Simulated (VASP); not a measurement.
A run of VASP 6.6.1 is set up as follows.

The input INCAR:

```
ALGO     = Normal         # electronic algorithm
EDIFF    = 1E-6           # SCF threshold, eV
ENCUT    = 520            # plane-wave cutoff, eV
GGA      = PE             # functional
ISIF     = 2              # what is computed and relaxed
ISMEAR   = -1             # smearing method
LASPH    = True           # aspherical terms in the spheres
LCHARG   = False          # write CHGCAR
LREAL    = False          # projectors in reciprocal space
LWAVE    = False          # write WAVECAR
NBANDS   = 26             # bands
NELM     = 80             # most SCF steps
PREC     = Accurate       # precision mode
SIGMA    = 0.02           # smearing width, eV
```

Contents of KPOINTS:

```
k-points
0
Gamma
  12 12 4
```

POSCAR

```
ZnS
1.0
    3.9576688909      0.0000000000      0.0000000000
   -1.9788344454      3.4274417993      0.0000000000
    0.0000000000      0.0000000000      6.4937528355
Zn S
2 2
Direct
    0.3333333333      0.6666666667     -0.0000672835
    0.6666666667      0.3333333333      0.4999327165
    0.3333333333      0.6666666667      0.3750672835
    0.6666666667      0.3333333333      0.8750672835
```

Potentials or basis: VASP PAW PBE potentials, release 64 (Zn, S).

Launch:

```sh
$ cat potpaw_PBE.64/Zn/POTCAR potpaw_PBE.64/S/POTCAR > POTCAR
$ mpirun -np 1 vasp_std > vasp.out
```

Task: Predict the band gap on the k mesh.

Result: 1.70 eV.

Task: What does it give for the pressure?

Result: -4.9 GPa.

Stress tensor (GPa, compression positive):
```
-4.80  0.00  0.00
 0.00 -4.80  0.00
 0.00  0.00 -4.99
```

Caveat: the cell differs from its parent crystal (strain +4.0%); the cell stands under tension. A k mesh can miss the band edges.
